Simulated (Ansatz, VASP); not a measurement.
**One calculation of Cs, two programs**

File INCAR:

```
PREC = Accurate ; ENCUT = 520
EDIFF = 1E-6 ; ISMEAR = -1
SIGMA = 0.08 ; LREAL = F
LASPH = T ; NELM = 80
ALGO = Normal ; ISIF = 2
LWAVE = F ; LCHARG = F
GGA = PS ; NBANDS = 10
```

File KPOINTS:

```
regular mesh
0
Gamma
  8 8 8
```

The input POSCAR:

```
Cs
1.0
    4.3707894271      0.0000000000      0.0000000000
    0.0000000000      4.3707894271      0.0000000000
    0.0000000000      0.0000000000      4.3707894271
Cs
1
Direct
    0.0000000000      0.0000000000      0.0000000000
```

Input for Ansatz:

```yaml
crystal:
  lattice:
    - [4.3707894271, 0.0, 0.0]
    - [0.0, 4.3707894271, 0.0]
    - [0.0, 0.0, 4.3707894271]
  atoms:
    - { symbol: Cs, position: [0.0, 0.0, 0.0] }
kpoints:
  mp_grid: { grid: [8, 8, 8] }
scf:
  occupations: { method: fermi_dirac, width: 0.08 }
hamiltonian:
  xc: pbesol
  pseudopotentials: { kind: all_electron, lapw: { basis_error: 0.001 } }
output:
  forces: true
  stress: true
  eigenvalues: true
  populations: true
```

Change from the starting cell: volume scaled by 0.7, LAPW.

Alike in both runs: task single point; functional PBEsol; k mesh 8 × 8 × 8; occupations fermi-dirac, width 0.08 eV; no spin polarisation.

|  | VASP | Ansatz |
| --- | --- | --- |
| version | VASP 6.6.1 | Ansatz 0.2.0 |
| potentials or method | VASP PAW PBE potentials, release 64 (Cs_sv), cutoff 520 eV | all-electron LAPW, scalar-relativistic |

|  | VASP | Ansatz | Ansatz less VASP |
| --- | --- | --- | --- |
| pressure (GPa) | 0.8 | 0.8 | +0.01 |

VASP's potentials were made for PBE, not for PBEsol. Ansatz ran all-electron here, and VASP with PAW potentials.

Spin-orbit coupling is off throughout.
